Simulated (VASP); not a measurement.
# I (P6/mmm) in VASP: a series of runs, part 2 of 2

VASP 6.6.1. The steps go on from the part before.

## Step 3: Single point, PBE

This run uses another cell than the first one, of 35.76 Å³/atom, 1.267 times its volume.

INCAR

```
SYSTEM = I
PREC     = Accurate       ! precision mode
ENCUT    = 520            ! plane-wave cutoff, eV
EDIFF    = 1E-7           ! SCF threshold, eV
ISMEAR   = -1             ! smearing method
SIGMA    = 0.1            ! smearing width, eV
LREAL    = .False.        ! projectors in reciprocal space
LASPH    = .True.         ! aspherical terms in the spheres
NELM     = 100            ! most SCF steps
ALGO     = Normal         ! electronic algorithm
ISIF     = 2              ! what is computed and relaxed
LWAVE    = .False.        ! write WAVECAR
LCHARG   = .True.         ! write CHGCAR
GGA      = PE             ! functional
LELF     = .True.         ! ELF
LVHAR    = .True.       
NBANDS   = 18             ! bands
```

KPOINTS

```
regular mesh
0
Gamma
  6 6 9
  0 0 0
```

POSCAR

```
I
1.0
    6.4813791514      0.0000000000      0.0000000000
   -3.2406895757      5.6130389967      0.0000000000
    0.0000000000      0.0000000000      2.9490030616
I
3
Direct
    0.0000000000      0.0000000000      0.0000000000
    0.3333333333      0.6666666667      0.5000000000
    0.6666666667      0.3333333333      0.5000000000
```

Potentials or basis: VASP PAW PBE potentials, release 64 (I).

Started as:

```sh
$ cat potpaw_PBE.64/I/POTCAR > POTCAR
$ mpirun -np 1 vasp_std > vasp.out
```

OUTCAR:

```text
SYSTEM = I
   PREC = Accurate
   ENCUT = 520
   EDIFF = 1E-7
   ISMEAR = -1
   LREAL = .False.
   LASPH = .True.
   NELM = 100
   ISIF = 2
   GGA = PE

 ion  position               nearest neighbor table
   1  0.000  0.000  0.000-
   2  0.333  0.667  0.500-
   3  0.667  0.333  0.500-

  LATTYP: Found a hexagonal cell.
 ALAT       =     6.4813791514
 C/A-ratio  =     0.4549962273

  Lattice vectors:

 A1 = (   6.4813791514,   0.0000000000,   0.0000000000)
 A2 = (  -3.2406895757,   5.6130389967,   0.0000000000)
 A3 = (   0.0000000000,   0.0000000000,   2.9490030616)

Analysis of symmetry for initial positions (statically):
=====================================================================
 Subroutine PRICEL returns:
 Original cell was already a primitive cell.

 Routine SETGRP: Setting up the symmetry group for a
 hexagonal supercell.

 Subroutine GETGRP returns: Found 24 space group operations
 (whereof 24 operations were pure point group operations)
 out of a pool of 24 trial point group operations.

The static configuration has the point symmetry D_6h.

Analysis of symmetry for dynamics (positions and initial velocities):
=====================================================================
 Subroutine PRICEL returns:
 Original cell was already a primitive cell.

 Routine SETGRP: Setting up the symmetry group for a
 hexagonal supercell.

 Subroutine GETGRP returns: Found 24 space group operations
 (whereof 24 operations were pure point group operations)
 out of a pool of 24 trial point group operations.

The dynamic configuration has the point symmetry D_6h.

 Subroutine INISYM returns: Found 24 space group operations
 (whereof 24 operations are pure point group operations),
 and found     1 'primitive' translations

[... 104 lines left out ...]
   POTIM  = 0.5000    time-step for ionic-motion
   TEBEG  =    0.0;   TEEND  =   0.0 temperature during run
   PSTRESS=    0.0 pullay stress
   NELECT =      21.0000    total number of electrons
   NUPDOWN=      -1.0000    fix difference up-down
   EMIN   =  10.00;   EMAX   =-10.00  energy-range for DOS
   EFERMI =   0.00;   METHOD = LEGACY
   ISMEAR =    -1;   SIGMA  =   0.10  broadening in eV -4-tet -1-fermi 0-gaus
   EFERMI_NEDOS =   21; number of points for ismear=-14 and -15
   IALGO  =     38    algorithm
   IMIX   =      4    mixing-type and parameters
     AMIX     =   0.40;   BMIX     =  1.00
     AMIX_MAG =   1.60;   BMIX_MAG =  1.00
  volume/ion in A,a.u.               =      35.76       241.33
  Fermi-wavevector in a.u.,A,eV,Ry     =   0.950534  1.796249 12.293068  0.903515
  Thomas-Fermi vector in A             =   2.078920
   LORBIT       =      0    0 simple, 1 ext, 2 COOP (PROOUT), +10 PAW based schemes
   GGA     = PE    functional components
   LHFCALC =     F    Hartree Fock is set to
   AEXX    =    0.0000 exact exchange contribution
   IVDW    =     0    specifies the selected vdW correction
   LEPSILON=     F    determine dielectric tensor
   LRPA    =     F    only Hartree local field effects (RPA)
 non-spin polarized calculation
  energy-cutoff  :      520.00
  volume of cell :      107.29
 maximum number of plane-waves:      2916
   NGX = 25   NGY = 25   NGZ = 11

 number of electron      20.9999995 magnetization

 Free energy of the ion-electron system (eV)
  ---------------------------------------------------
  ext. energy  EPLUGINS =         0.00000000
  ---------------------------------------------------
  free energy    TOTEN  =        -4.05929171 eV

  energy without entropy =       -3.96341875  energy(sigma->0) =       -4.01135523

 E-fermi :   4.2162     XC(G=0):  -8.8938

 val. band max:        4.1956349602   @ k =   0.3333   0.1667   0.3333
 cond. band min:       4.2509105037   @ k =   0.1667   0.0000   0.3333
 fundamental gap:      0.0552755435
 Fermi energy:         4.2162017600

 k-point     1 :       0.0000    0.0000    0.0000
  band No.  band energies     occupation
      1      -9.5778      2.00000
      2      -8.7700      2.00000
      3      -8.4410      2.00000
      4       0.6058      2.00000
      5       0.6058      2.00000
      6       0.8871      2.00000
[... 481 lines left out ...]
      5       0.9390      2.00000
      6       1.1764      2.00000
[... 10 lines left out ...]
     17      12.1890      0.00000
     18      12.9525      0.00000

 [... further k-points ...]
[... 5 lines left out ...]
  --------------------------------------------------------------------------------------
  -------------------------------------------------------------------------------------
  Total        2.2324766      2.2324766      2.1428341     -0.0000000     -0.0000000      0.0000000
  in kB       33.3393233     33.3393233     32.0006219     -0.0000000     -0.0000000      0.0000000
  external PRESSURE =      32.8930895 kB  Pullay stress =       0.0000000 kB

 VOLUME and BASIS-vectors are now :
 -----------------------------------------------------------------------------
  energy-cutoff  :      520.00
  volume of cell :      107.29
      direct lattice vectors                 reciprocal lattice vectors
     6.481379151  0.000000000  0.000000000     0.154288150  0.089078305  0.000000000
    -3.240689576  5.613038997  0.000000000     0.000000000  0.178156610  0.000000000
     0.000000000  0.000000000  2.949003062     0.000000000  0.000000000  0.339097647

 POSITION                                       TOTAL-FORCE (eV/Angst)
 -----------------------------------------------------------------------------------
      0.00000      0.00000      0.00000         0.000000      0.000000     -0.000000
     -0.00000      3.74203      1.47450         0.000000     -0.000000      0.000000
      3.24069      1.87101      1.47450        -0.000000      0.000000     -0.000000
 -----------------------------------------------------------------------------------
    total drift:                               -0.000000      0.000000     -0.000000

  FREE ENERGIE OF THE ION-ELECTRON SYSTEM (eV)
  ---------------------------------------------------
  free  energy   TOTEN  =        -4.0592917104 eV

  energy  without entropy=       -3.9634187508  energy(sigma->0) =       -4.01135523
```

Wall time 39 s (1 thread of AMD EPYC 9R45 (Zen 5), shared host); peak memory 0.21 GiB.

Results:

| Property | Result |
| --- | --- |
| Free energy | -4.0593 eV |
| Pressure | 3.3 GPa |

Stress tensor (GPa, compression positive):
```
3.33 0.00 0.00
0.00 3.33 0.00
0.00 0.00 3.20
```

Caveat: spin-orbit coupling is left out, which moves the levels of the heavy elements; an odd number of electrons without spin polarisation forces a metal; a magnetic or distorted state may lie lower.

## Step 4: Single point, PBE+D3(BJ)

This run uses another cell than the first one, of 47.06 Å³/atom, 1.667 times its volume.

INCAR

```
  ALGO = Normal
  EDIFF = 1E-7
  ENCUT = 520
  GGA = PE
  ISIF = 2
  ISMEAR = -1
  IVDW = 12
  LASPH = T
  LCHARG = F
  LREAL = F
  LWAVE = F
  NBANDS = 18
  NELM = 60
  PREC = Accurate
  SIGMA = 0.1
```

KPOINTS

```
k-points
0
Gamma
  6 6 9
```

POSCAR

```
I
1.0
    7.3858146893      0.0000000000      0.0000000000
   -3.6929073447      6.3963031485      0.0000000000
    0.0000000000      0.0000000000      2.9881312734
I
3
Direct
    0.0000000000      0.0000000000      0.0000000000
    0.3333333333      0.6666666667      0.5000000000
    0.6666666667      0.3333333333      0.5000000000
```

Started as:

```sh
$ cat potpaw_PBE.64/I/POTCAR > POTCAR
$ mpirun -np 1 vasp_std > vasp.out
```

Wall time 63 s (1 thread of AMD EPYC 9R45 (Zen 5), shared host); peak memory 0.26 GiB.

The run converged. Its results:

```
Free energy                : -5.0987 eV
Pressure                   : -1.1 GPa
Dispersion energy per atom : -0.267 eV
```

Stress tensor (GPa, compression positive):
```
-1.15  0.00  0.00
 0.00 -1.15  0.00
 0.00  0.00 -1.03
```

Levels at points of the mesh, in eV from the Fermi level:
```
           k point  band 7  band 8  band 9  band 10  band 11  band 12  band 13  band 14
(0.00, 0.00, 0.00)   -2.43   -1.02   -1.02     3.41     3.61     3.74     4.81     8.27
(0.50, 0.00, 0.00)   -1.50   -1.47   -1.42     3.50     3.55     3.70     5.57     6.82
```

Caveat: spin-orbit coupling is left out, which moves the levels of the heavy elements; an odd number of electrons without spin polarisation forces a metal; a magnetic or distorted state may lie lower; pairwise dispersion overbinds metals, which lowers pressure and volume.

## Step 5: Relaxation of shape and atoms at fixed volume, PBE

This run uses another cell than the first one, of the same volume but with other edges.

INCAR

```
ALGO = Normal ; EDIFF = 1E-7
EDIFFG = -0.005 ; ENCUT = 600
GGA = PE ; IBRION = 2
ISIF = 4 ; ISMEAR = -1
LASPH = True ; LCHARG = False
LREAL = False ; LWAVE = False
NELM = 100 ; NSW = 50
PREC = Accurate ; SIGMA = 0.1
```

KPOINTS is that of step 4.

POSCAR

```
I
1.0
    6.2294373688      0.0000000000      0.0000000000
   -3.1147186844      5.3948510126      0.0000000000
    0.0000000000      0.0000000000      2.5202875242
I
3
Direct
    0.0000000000      0.0000000000      0.0000000000
    0.3333333333      0.6666666667      0.5000000000
    0.6666666667      0.3333333333      0.5000000000
```

Started as:

```sh
$ cat potpaw_PBE.64/I/POTCAR > POTCAR
$ mpirun -np 1 vasp_std > vasp.out
```

It took 3.6 min on 1 thread of AMD EPYC 9R45 (Zen 5), shared host; peak memory 0.2 GiB.

Results (log left out):

```yaml
Free_energy: -2.9654 eV
Energy_gained_by_relaxing: 726.5 meV/atom
Ionic_steps: 10
Pressure_after_relaxing: 14.6 GPa
```

Step by step:
```tsv
step	energy change (eV)	largest force (eV/Å)	pressure (GPa)	volume (Å³)
1	0.0000	0.0000	32.22	84.70
2	-1.5946	0.0000	13.75	84.70
3	-1.6243	0.0000	13.20	84.70
4	-1.6426	0.0000	12.84	84.70
5	-1.7911	0.0000	11.39	84.70
6	-2.1784	0.0000	14.85	84.70
7	-2.1442	0.0000	13.45	84.70
8	-2.1794	0.0000	14.55	84.70
9	-2.1794	0.0000	14.67	84.70
10	-2.1795	0.0000	14.62	84.70
```

Final structure:
```
CELL_PARAMETERS angstrom
5.84145 0.00000 0.00000
-2.92072 5.05884 0.00000
0.00000 0.00000 2.86620
ATOMIC_POSITIONS crystal
I 0.00000 0.00000 0.00000
I 0.33333 0.66667 0.50000
I 0.66667 0.33333 0.50000
```

Levels at points of the mesh, in eV from the Fermi level:
```
           k point  band 7  band 8  band 9  band 10  band 11  band 12  band 13  band 14
(0.00, 0.00, 0.00)   -4.81    0.08    0.08     2.39     3.79     4.12     6.19     7.94
(0.50, 0.00, 0.00)   -1.80   -1.73   -1.56     3.03     3.23     3.83     4.67     7.31
```

Caveat: spin-orbit coupling is left out, which moves the levels of the heavy elements; an odd number of electrons without spin polarisation forces a metal; a magnetic or distorted state may lie lower.

## Step 6: Overview

| task | level | cell | cutoff (eV) | gap on the mesh (eV) | pressure (GPa) |
| --- | --- | --- | --- | --- | --- |
| single point | PBE | a = 5.842, b = 5.842, c = 2.865 Å, angles 90.0, 90.0, 120.0°, 3 atoms | 520 | none | 14.6 |
| single point | PBE | a = 6.481, b = 6.481, c = 2.949 Å, angles 90.0, 90.0, 120.0°, 3 atoms | 520 | none | 3.3 |
| single point | PBE+D3(BJ) | a = 7.386, b = 7.386, c = 2.988 Å, angles 90.0, 90.0, 120.0°, 3 atoms | 520 | none | -1.1 |
| relaxation of shape and atoms at fixed volume | PBE | relaxed from a = 6.229, b = 6.229, c = 2.520 Å, angles 90.0, 90.0, 120.0°, 3 atoms | 600 | none | 14.6 |

Alike in all rows: potentials or basis VASP PAW PBE potentials, release 64 (I); no spin polarisation; k mesh 6 × 6 × 9; smearing fermi-dirac 0.1 eV.

Caveats: spin-orbit coupling is left out, which moves the levels of the heavy elements; an odd number of electrons without spin polarisation forces a metal; a magnetic or distorted state may lie lower; pairwise dispersion overbinds metals, which lowers pressure and volume (some runs).

Absolute energies hang on the potentials; compare differences alone.
